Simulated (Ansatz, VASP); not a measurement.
## TiO2 in VASP and in Ansatz

File INCAR:

```
PREC = Accurate
ENCUT = 520
EDIFF = 1E-6
ISMEAR = -1
SIGMA = 0.05
LREAL = False
LASPH = True
NELM = 60
ALGO = Normal
ISIF = 2
LWAVE = False
LCHARG = True
GGA = PE
LELF = True
LVHAR = True
NBANDS = 33
```

File KPOINTS:

```
regular mesh
0
Gamma
  8 8 8
```

File POSCAR:

```
TiO2
1.0
   -1.8921000000      1.8921000000      4.7573000000
    1.8921000000     -1.8921000000      4.7573000000
    1.8921000000      1.8921000000     -4.7573000000
Ti O
2 4
Direct
    0.0000000000      0.0000000000      0.0000000000
    0.7500000000      0.2500000000      0.5000000000
    0.2081000000      0.2081000000      0.0000000000
    0.9581000000      0.4581000000      0.5000000000
    0.5419000000      0.0419000000      0.5000000000
    0.7919000000      0.7919000000      0.0000000000
```

Input for Ansatz:

```yaml
crystal:
  lattice:
    - [-1.8921, 1.8921, 4.7573]
    - [1.8921, -1.8921, 4.7573]
    - [1.8921, 1.8921, -4.7573]
  atoms:
    - { symbol: Ti, position: [0.0, 0.0, 0.0] }
    - { symbol: Ti, position: [0.75, 0.25, 0.5] }
    - { symbol: O, position: [0.2081, 0.2081, 0.0] }
    - { symbol: O, position: [0.9581, 0.4581, 0.5] }
    - { symbol: O, position: [0.5419, 0.0419, 0.5] }
    - { symbol: O, position: [0.7919, 0.7919, 0.0] }
basis:
  ecutwfc: 520.0
kpoints:
  mp_grid:
    grid: [8, 8, 8]
hamiltonian:
  xc: pbe
  pseudopotentials:
    kind: paw
scf:
  occupations:
    method: fermi_dirac
    width: 0.05
output:
  stress: true
```

Alike in both runs: task single point; functional PBE; k mesh 8 × 8 × 8; occupations fermi-dirac, width 0.05 eV; no spin polarisation.

|  | VASP | Ansatz |
| --- | --- | --- |
| version | VASP 6.6.1 | Ansatz 0.2.0 |
| potentials or method | VASP PAW PBE potentials, release 64 (Ti_sv, O), cutoff 520 eV | plane waves, PAW |
| valence electrons in the cell | 48 | 48 |

Ansatz gave:

| Quantity | Value |
| --- | --- |
| pressure (GPa) | 5.2 |
| traceless stress, the component that is largest in VASP (GPa) | 0.86 |

Task: Which values does VASP return?

Result: Pressure (GPa): 5.9; traceless stress, the component that is largest in VASP (GPa): 0.92.
